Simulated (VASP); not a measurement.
# In2O3 (P-3m1) in VASP: further runs

The runs below take In2O3 through single point, with PBE, r2SCAN.

Program: VASP 6.6.1. These are calculated values, not measurements. Logs are shortened: lines on timing, memory, paths and dates and some standing lists are left out, and cuts for length are marked.

## (1) The cell of the first run

It takes space group P-3m1 (No. 164, trigonal). Conventional cell: a = 3.420 Å, b = 3.420 Å, c = 6.096 Å, α = 90.00°, β = 90.00°, γ = 120.00°. In (site symmetry 3m) has 7 O at 2.08 to 2.54 Å within 2.8 Å. Within 3.2 Å of O (site symmetry -3m) lie 6 In at 2.45 Å and 6 O at 2.89 Å. Within 2.9 Å of O (site symmetry 3m) lie 4 In at 2.08 to 2.54 Å and 6 O at 2.73 to 2.89 Å.

## (2) Single point, PBE

The input, INCAR:

```
PREC     = Accurate       # precision mode
ENCUT    = 520            # plane-wave cutoff, eV
EDIFF    = 1E-7           # SCF threshold, eV
ISMEAR   = 0              # smearing method
SIGMA    = 0.01           # smearing width, eV
LREAL    = F              # projectors in reciprocal space
LASPH    = T              # aspherical terms in the spheres
NELM     = 60             # most SCF steps
ALGO     = Normal         # electronic algorithm
ISIF     = 2              # what is computed and relaxed
LWAVE    = F              # write WAVECAR
LCHARG   = F              # write CHGCAR
GGA      = PE             # functional
NBANDS   = 30             # bands
```

The input, KPOINTS:

```
regular mesh
0
Gamma
  12 12 4
```

The input, POSCAR:

```
In2O3
1.0
    3.4198089128      0.0000000000      0.0000000000
   -1.7099044564      2.9616413946      0.0000000000
    0.0000000000      0.0000000000      6.0964086790
In O
2 3
Direct
    0.3333333333      0.6666666667      0.2370762018
    0.6666666667      0.3333333333      0.7629237982
    0.0000000000      0.0000000000      0.0000000000
    0.3333333333      0.6666666667      0.6542365645
    0.6666666667      0.3333333333      0.3457634355
```

Potentials or basis: VASP PAW PBE potentials, release 64 (In_d, O).

Command:

```sh
> cat potpaw_PBE.64/In_d/POTCAR potpaw_PBE.64/O/POTCAR > POTCAR
> mpirun -np 1 vasp_std > vasp.out
```

OUTCAR:

```text
PREC = Accurate
   ENCUT = 520
   EDIFF = 1E-7
   ISMEAR = 0
   LREAL = F
   LASPH = T
   NELM = 60
   ISIF = 2
   GGA = PE

 ion  position               nearest neighbor table
   1  0.333  0.667  0.237-   5 2.08   5 2.08   5 2.08   3 2.45   3 2.45   3 2.45   4 2.54   2 3.50
                             2 3.50   2 3.50   2 3.77   2 3.77   2 3.77
   2  0.667  0.333  0.763-   4 2.08   4 2.08   4 2.08   3 2.45   3 2.45   3 2.45   5 2.54   1 3.50
                             1 3.50   1 3.50   1 3.77   1 3.77   1 3.77
   3  0.000  0.000  0.000-   1 2.45   2 2.45   2 2.45   1 2.45   2 2.45   1 2.45
   4  0.333  0.667  0.654-   2 2.08   2 2.08   2 2.08   1 2.54
   5  0.667  0.333  0.346-   1 2.08   1 2.08   1 2.08   2 2.54

  LATTYP: Found a hexagonal cell.
 ALAT       =     3.4198089128
 C/A-ratio  =     1.7826752414

  Lattice vectors:

 A1 = (   3.4198089128,   0.0000000000,   0.0000000000)
 A2 = (  -1.7099044564,   2.9616413946,   0.0000000000)
 A3 = (   0.0000000000,   0.0000000000,   6.0964086790)

Analysis of symmetry for initial positions (statically):
=====================================================================
 Subroutine PRICEL returns:
 Original cell was already a primitive cell.

 Routine SETGRP: Setting up the symmetry group for a
 hexagonal supercell.

 Subroutine GETGRP returns: Found 12 space group operations
 (whereof 12 operations were pure point group operations)
 out of a pool of 24 trial point group operations.

The static configuration has the point symmetry D_3d.

Analysis of symmetry for dynamics (positions and initial velocities):
=====================================================================
 Subroutine PRICEL returns:
 Original cell was already a primitive cell.

 Routine SETGRP: Setting up the symmetry group for a
 hexagonal supercell.

 Subroutine GETGRP returns: Found 12 space group operations
 (whereof 12 operations were pure point group operations)
 out of a pool of 24 trial point group operations.

The dynamic configuration has the point symmetry D_3d.

 Subroutine INISYM returns: Found 12 space group operations
 (whereof 12 operations are pure point group operations),
 and found     1 'primitive' translations

----------------------------------------------------------------------------------------

                                     Primitive cell

  volume of cell :      61.7459

  direct lattice vectors                    reciprocal lattice vectors
     3.419808913  0.000000000  0.000000000     0.292413999  0.168825301  0.000000000
    -1.709904456  2.961641395  0.000000000     0.000000000  0.337650602  0.000000000
     0.000000000  0.000000000  6.096408679     0.000000000  0.000000000  0.164030998

  length of vectors
     3.419808913  3.419808913  6.096408679     0.337650602  0.337650602  0.164030998

  position of ions in fractional coordinates (direct lattice)
     0.333333333  0.666666667  0.237076202
     0.666666667  0.333333333  0.762923798
     0.000000000  0.000000000  0.000000000
     0.333333333  0.666666667  0.654236565
     0.666666667  0.333333333  0.345763435

  ion indices of the primitive-cell ions
   primitive index   ion index
                 1           1
                 2           2
                 3           3
                 4           4
                 5           5

----------------------------------------------------------------------------------------

 KPOINTS: regular mesh

Automatic generation of k-mesh.
 Grid dimensions read from file:
 generate k-points for:   12   12    4

 Generating k-lattice:

  Cartesian coordinates                     Fractional coordinates (reciprocal lattice)
     0.024367833  0.014068775  0.000000000     0.083333333  0.000000000  0.000000000
     0.000000000  0.028137550  0.000000000     0.000000000  0.083333333  0.000000000
     0.000000000  0.000000000  0.041007750     0.000000000  0.000000000  0.250000000

  Length of vectors
     0.028137550  0.028137550  0.041007750

  Shift w.r.t. Gamma in fractional coordinates (k-lattice)
     0.000000000  0.000000000  0.000000000

 Subroutine IBZKPT returns following result:
 ===========================================

 Found     69 irreducible k-points:

 Following reciprocal coordinates:
            Coordinates               Weight
  0.000000  0.000000  0.000000      1.000000
  0.083333  0.000000  0.000000      6.000000
  0.166667 -0.000000  0.000000      6.000000
  0.250000  0.000000  0.000000      6.000000
  0.333333 -0.000000  0.000000      6.000000
  0.416667  0.000000  0.000000      6.000000
[... 16 lines left out ...]
  0.166667 -0.000000  0.250000      6.000000
  0.000000  0.166667  0.250000      6.000000
 [... further k-points ...]
   k-points           NKPTS =     69   k-points in BZ     NKDIM =     69   number of bands    NBANDS=     30
   number of dos      NEDOS =    301   number of ions     NIONS =      5
   total plane-waves  NPLWV =  37632
   dimension x,y,z NGX =    28 NGY =   28 NGZ =   48
   dimension x,y,z NGXF=    56 NGYF=   56 NGZF=   96
   ions per type =               2   3
   NGX,Y,Z   is equivalent  to a cutoff of  13.61, 13.61, 13.09 a.u.
   NGXF,Y,Z  is equivalent  to a cutoff of  27.22, 27.22, 26.18 a.u.
 SYSTEM =  unknown system
   PREC   = accura    normal or accurate (medium, high low for compatibility)
   ISTART =      0    job   : 0-new  1-cont  2-samecut
   ICHARG =      2    charge: 1-file 2-atom 10-const
   ISPIN  =      1    spin polarized calculation?
   LNONCOLLINEAR =      F non collinear calculations
   LSORBIT =      F    spin-orbit coupling
   LASPH  =      T    aspherical Exc in radial PAW
   ENCUT  =  520.0 eV  38.22 Ry    6.18 a.u.   6.36  6.36 11.34*2*pi/ulx,y,z
   NELM   =     60;   NELMIN=  2; NELMDL= -5     # of ELM steps
   EDIFF  = 0.1E-06   stopping-criterion for ELM
   LREAL  =      F    real-space projection
   EDIFFG = 0.1E-05   stopping-criterion for IOM
   NSW    =      0    number of steps for IOM
   IBRION =     -1    ionic relax: 0-MD 1-quasi-New 2-CG
   NFREE  =      0    steps in history (QN), initial steepest desc. (CG)
   ISIF   =      2    stress and relaxation
   ISYM   =      2    0-nonsym 1-usesym 2-fastsym
   POTIM  = 0.5000    time-step for ionic-motion
   TEBEG  =    0.0;   TEEND  =   0.0 temperature during run
   PSTRESS=    0.0 pullay stress
   NELECT =      44.0000    total number of electrons
   NUPDOWN=      -1.0000    fix difference up-down
   EMIN   =  10.00;   EMAX   =-10.00  energy-range for DOS
   EFERMI =   0.00;   METHOD = LEGACY
   ISMEAR =     0;   SIGMA  =   0.01  broadening in eV -4-tet -1-fermi 0-gaus
   EFERMI_NEDOS =   21; number of points for ismear=-14 and -15
   IALGO  =     38    algorithm
   IMIX   =      4    mixing-type and parameters
     AMIX     =   0.40;   BMIX     =  1.00
     AMIX_MAG =   1.60;   BMIX_MAG =  1.00
  volume/ion in A,a.u.               =      12.35        83.34
  Fermi-wavevector in a.u.,A,eV,Ry     =   1.462254  2.763260 29.091812  2.138188
  Thomas-Fermi vector in A             =   2.578489
   LORBIT       =      0    0 simple, 1 ext, 2 COOP (PROOUT), +10 PAW based schemes
   GGA     = PE    functional components
   LHFCALC =     F    Hartree Fock is set to
   AEXX    =    0.0000 exact exchange contribution
   IVDW    =     0    specifies the selected vdW correction
   LEPSILON=     F    determine dielectric tensor
   LRPA    =     F    only Hartree local field effects (RPA)
 non-spin polarized calculation
 Gauss-broadening in eV      SIGMA  =   0.01
  energy-cutoff  :      520.00
  volume of cell :       61.75
 maximum number of plane-waves:      1690
 NGX is ok and might be reduce to    28
   NGX = 13   NGY = 13   NGZ = 23

 number of electron      44.0000001 magnetization

 Free energy of the ion-electron system (eV)
  ---------------------------------------------------
  ext. energy  EPLUGINS =         0.00000000
  ---------------------------------------------------
  free energy    TOTEN  =       -26.98537073 eV

  energy without entropy =      -26.98537073  energy(sigma->0) =      -26.98537073

 E-fermi :   6.2672     XC(G=0): -11.4337

 val. band max:        6.2161007983   @ k =   0.2500   0.0000   0.2500
 cond. band min:       6.9900748805   @ k =   0.0000   0.0000   0.0000
 fundamental gap:      0.7739740822
 Fermi energy:         6.2671674331

 k-point     1 :       0.0000    0.0000    0.0000
  band No.  band energies     occupation
      1     -11.7287      2.00000
      2     -10.7775      2.00000
      3      -9.9548      2.00000
      4      -6.4756      2.00000
      5      -6.4756      2.00000
      6      -6.4401      2.00000
[... 22 lines left out ...]
     29      18.3425      0.00000
     30      18.3425      0.00000

 k-point     2 :       0.0833    0.0000    0.0000
  band No.  band energies     occupation
      1     -11.6843      2.00000
      2     -10.7740      2.00000
      3      -9.9824      2.00000
      4      -6.4524      2.00000
      5      -6.4477      2.00000
      6      -6.4356      2.00000
[... 22 lines left out ...]
     29      17.8784      0.00000
     30      18.4217      0.00000

 k-point     3 :       0.1667   -0.0000    0.0000
  band No.  band energies     occupation
      1     -11.5623      2.00000
      2     -10.7690      2.00000
      3     -10.0472      2.00000
      4      -6.4149      2.00000
      5      -6.3965      2.00000
      6      -6.3911      2.00000
[... 22 lines left out ...]
     29      17.9645      0.00000
     30      18.6362      0.00000

 k-point     4 :       0.2500    0.0000    0.0000
  band No.  band energies     occupation
      1     -11.3962      2.00000
      2     -10.7763      2.00000
      3     -10.1069      2.00000
      4      -6.3689      2.00000
      5      -6.3537      2.00000
      6      -6.3365      2.00000
[... 616 lines left out ...]
     29      18.4326      0.00000
     30      19.0423      0.00000

 k-point    23 :       0.1667   -0.0000    0.2500
  band No.  band energies     occupation
      1     -11.4846      2.00000
      2     -10.9048      2.00000
      3      -9.9886      2.00000
      4      -6.4326      2.00000
      5      -6.4245      2.00000
      6      -6.3803      2.00000
[... 22 lines left out ...]
     29      18.3579      0.00000
     30      19.3042      0.00000

 k-point    24 :       0.0000    0.1667    0.2500
  band No.  band energies     occupation
      1     -11.4926      2.00000
      2     -10.8888      2.00000
      3      -9.9975      2.00000
      4      -6.4155      2.00000
      5      -6.4105      2.00000
      6      -6.3895      2.00000
[... 22 lines left out ...]
     29      18.3735      0.00000
     30      19.0859      0.00000

 [... further k-points ...]

------------------------ aborting loop because EDIFF is reached ----------------------------------------

  FORCE on cell =-STRESS in cart. coord.  units (eV):
  Direction    XX          YY          ZZ          XY          YZ          ZX
  --------------------------------------------------------------------------------------
  -------------------------------------------------------------------------------------
  Total        2.9976075      2.9976075      2.2382330     -0.0000000     -0.0000000      0.0000000
  in kB       77.7816159     77.7816159     58.0774430     -0.0000000     -0.0000000      0.0000000
  external PRESSURE =      71.2135583 kB  Pullay stress =       0.0000000 kB

 VOLUME and BASIS-vectors are now :
 -----------------------------------------------------------------------------
  energy-cutoff  :      520.00
  volume of cell :       61.75
      direct lattice vectors                 reciprocal lattice vectors
     3.419808913  0.000000000  0.000000000     0.292413999  0.168825301  0.000000000
    -1.709904456  2.961641395  0.000000000     0.000000000  0.337650602  0.000000000
     0.000000000  0.000000000  6.096408679     0.000000000  0.000000000  0.164030998

 POSITION                                       TOTAL-FORCE (eV/Angst)
 -----------------------------------------------------------------------------------
     -0.00000      1.97443      1.44531        -0.000000      0.000000     -0.180927
      1.70990      0.98721      4.65110         0.000000     -0.000000      0.180927
      0.00000      0.00000      0.00000        -0.000000      0.000000      0.000000
     -0.00000      1.97443      3.98849         0.000000      0.000000     -0.204422
      1.70990      0.98721      2.10792        -0.000000     -0.000000      0.204422
 -----------------------------------------------------------------------------------
    total drift:                                0.000000     -0.000000     -0.000000

  FREE ENERGIE OF THE ION-ELECTRON SYSTEM (eV)
  ---------------------------------------------------
  free  energy   TOTEN  =       -26.9853707290 eV

  energy  without entropy=      -26.9853707290  energy(sigma->0) =      -26.98537073
```

It took 1.7 min on 1 thread of Intel Xeon Platinum 8488C (Sapphire Rapids), shared host; peak memory 0.25 GiB.

What came out:

```yaml
Free_energy: -26.9854 eV
Pressure: 7.1 GPa
Largest_force: 0.204 eV/Å
Band_gap_on_the_k_mesh: 0.77 eV (least direct gap 0.79 eV)
```

Forces in eV/Å, atoms in the order of the input:
```
In   0.000  0.000 -0.181
In   0.000  0.000  0.181
O    0.000  0.000  0.000
O    0.000  0.000 -0.204
O    0.000  0.000  0.204
```

Stress tensor (GPa, compression positive):
```
7.78 0.00 0.00
0.00 7.78 0.00
0.00 0.00 5.81
```

Caveat: the cell stands under pressure; semilocal functionals underestimate gaps, and a narrow one can read as zero; spin-orbit coupling is left out, which moves the levels of the heavy elements.

(Continued in part 2 of 2.)
